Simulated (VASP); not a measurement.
Write the native input for VASP 6.6.1 that does the following.

```yaml
Task: single point
Functional: r2SCAN
Potentials_or_basis: VASP PAW PBE potentials, release 64 (Pb_d, F)
Cutoff: 520 eV
k_mesh: 8 × 8 × 8
Occupations: gaussian, width 0.05 eV
Spin: no spin polarisation
Dipole_correction: no
Further_INCAR_settings: ALGO = Normal; EDIFF = 1e-06; NBANDS = 21
```

PbF2:

```
Pb F
1.0
     0.00000    3.33371    2.35693
     3.33371    0.00000    2.35693
     3.33371    3.33371    0.00000
Pb F
1 2
Direct
  0.00000 0.00000 0.00000
  0.25000 0.25000 0.25000
  0.75000 0.75000 0.75000
```

This cell differs from its parent crystal: ratio of the length along z to the lengths across it x 0.707, volume and fractional coordinates fixed.

These files were run (other wordings do the same):

POSCAR

```
PbF2
1.0
    0.0000000000      3.3337117321      2.3569341946
    3.3337117321      0.0000000000      2.3569341946
    3.3337117321      3.3337117321      0.0000000000
Pb F
1 2
Direct
    0.0000000000      0.0000000000      0.0000000000
    0.2500000000      0.2500000000      0.2500000000
    0.7500000000      0.7500000000      0.7500000000
```

INCAR.step1

```
PREC     = Accurate       # precision mode
ENCUT    = 520            # plane-wave cutoff, eV
ISMEAR   = 0              # smearing method
SIGMA    = 0.05           # smearing width, eV
LREAL    = F              # projectors in reciprocal space
LASPH    = T              # aspherical terms in the spheres
NELM     = 60             # most SCF steps
NBANDS   = 21             # bands
GGA      = PE             # functional
ALGO     = Normal         # electronic algorithm
EDIFF    = 1E-4           # SCF threshold, eV
LWAVE    = T              # write WAVECAR
LCHARG   = F              # write CHGCAR
```

INCAR.step2

```
PREC     = Accurate       # precision mode
ENCUT    = 520            # plane-wave cutoff, eV
EDIFF    = 1E-6           # SCF threshold, eV
ISMEAR   = 0              # smearing method
SIGMA    = 0.05           # smearing width, eV
LREAL    = F              # projectors in reciprocal space
LASPH    = T              # aspherical terms in the spheres
NELM     = 60             # most SCF steps
ALGO     = Normal         # electronic algorithm
ISIF     = 2              # what is computed and relaxed
LWAVE    = F              # write WAVECAR
LCHARG   = F              # write CHGCAR
METAGGA  = R2SCAN         # meta-GGA
LMIXTAU  = T            
NBANDS   = 21             # bands
ISTART   = 1
```

KPOINTS

```
regular mesh
0
Gamma
  8 8 8
```

Potentials or basis: VASP PAW PBE potentials, release 64 (Pb_d, F).

Launch:

```bash
$ cat potpaw_PBE.64/Pb_d/POTCAR potpaw_PBE.64/F/POTCAR > POTCAR
$ cp INCAR.step1 INCAR
$ mpirun -np 1 vasp_std > vasp.out
$ cp INCAR.step2 INCAR
$ mpirun -np 1 vasp_std > vasp.out
```

Results of the run:

The pressure is -2.3 GPa and the band gap on the k mesh is 3.34 eV (least direct gap 3.91 eV).

Caveat: the PAW data sets were made with another functional, which shifts forces and pressure a little; spin-orbit coupling is left out, which moves the levels of the heavy elements.

It took 4.9 min on 1 thread of AMD EPYC 7R43 64-Core Processor (Zen 3), with other jobs on the host, peak memory 0.18 GiB.
